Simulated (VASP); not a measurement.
Se:

```
Se
1.0
     3.10000    0.00000    0.00000
    -1.55000    2.68468    0.00000
     0.00000    0.00000    5.06230
Se
2
Direct
  0.33333 0.66667 0.25000
  0.66667 0.33333 0.75000
```

This isn't the form of Se at room conditions, which is trigonal, of chains.

| Item | Value |
| --- | --- |
| Program | VASP 6.6.1 |
| Task | relaxation of cell and atoms |
| Functional | PBE |
| Potentials or basis | VASP PAW PBE potentials, release 64 (Se) |
| Cutoff | 600 eV |
| k mesh | 9 × 9 × 5 |
| Occupations | fermi-dirac, width 0.05 eV |
| Spin | no spin polarisation |

At the start: pressure -2.0 GPa; volume 21.07 Å³/atom.

Task: How do energy, volume and symmetry change on relaxing?

Result: Over 22 steps the energy falls by 351.6 meV/atom and the volume is 22.54 Å³/atom (+7.0 %); space group P6_3/mmc (No. 194, to 0.1 Å) before and after.

The path:
| step | energy change (eV) | largest force (eV/Å) | pressure (GPa) | volume (Å³) |
| --- | --- | --- | --- | --- |
| 1 | 0.0000 | 0.0000 | -1.97 | 42.13 |
| 2 | -0.0578 | 0.0000 | 0.63 | 40.54 |
| 3 | -0.1000 | 0.0000 | 12.62 | 36.15 |
| 4 | -0.1301 | 0.0000 | 6.75 | 37.84 |
| 5 | -0.1469 | 0.0000 | 7.14 | 37.77 |
| 6 | -0.2165 | 0.0000 | 8.62 | 37.50 |
| 7 | -0.3611 | 0.0000 | 13.39 | 36.78 |
| 8 | 0.2166 | 0.0000 | 32.64 | 34.60 |
| 9 | -0.3576 | 0.0000 | 15.85 | 36.44 |
| 10 | -0.3971 | 0.0000 | 15.19 | 36.82 |
| 11 | -0.4519 | 0.0000 | 14.13 | 37.91 |
| 12 | -0.5169 | 0.0000 | 11.58 | 38.68 |
| 13 | -0.6435 | 0.0000 | 5.17 | 41.02 |
| 14 | -0.6508 | 0.0000 | -3.29 | 45.98 |
| 15 | -0.6821 | 0.0000 | -0.10 | 43.71 |
| 16 | -0.6823 | 0.0000 | 0.26 | 43.48 |
| 17 | -0.6836 | 0.0000 | 0.26 | 43.54 |
| 18 | -0.6869 | 0.0000 | 0.25 | 43.73 |
| 19 | -0.6927 | 0.0000 | 0.24 | 44.10 |
| 20 | -0.7020 | 0.0000 | 0.17 | 44.82 |
| 21 | -0.6855 | 0.0000 | -0.31 | 46.19 |
| 22 | -0.7032 | 0.0000 | 0.10 | 45.08 |

Final structure:
```
Se
1.0
     3.69593    0.00000    0.00000
    -1.84796    3.20077    0.00000
     0.00000    0.00000    3.81083
Se
2
Direct
  0.33333 0.66667 0.25000
  0.66667 0.33333 0.75000
```

Caveat: a cell axis changed by over 15 % at a fixed basis, so the end point is rough.
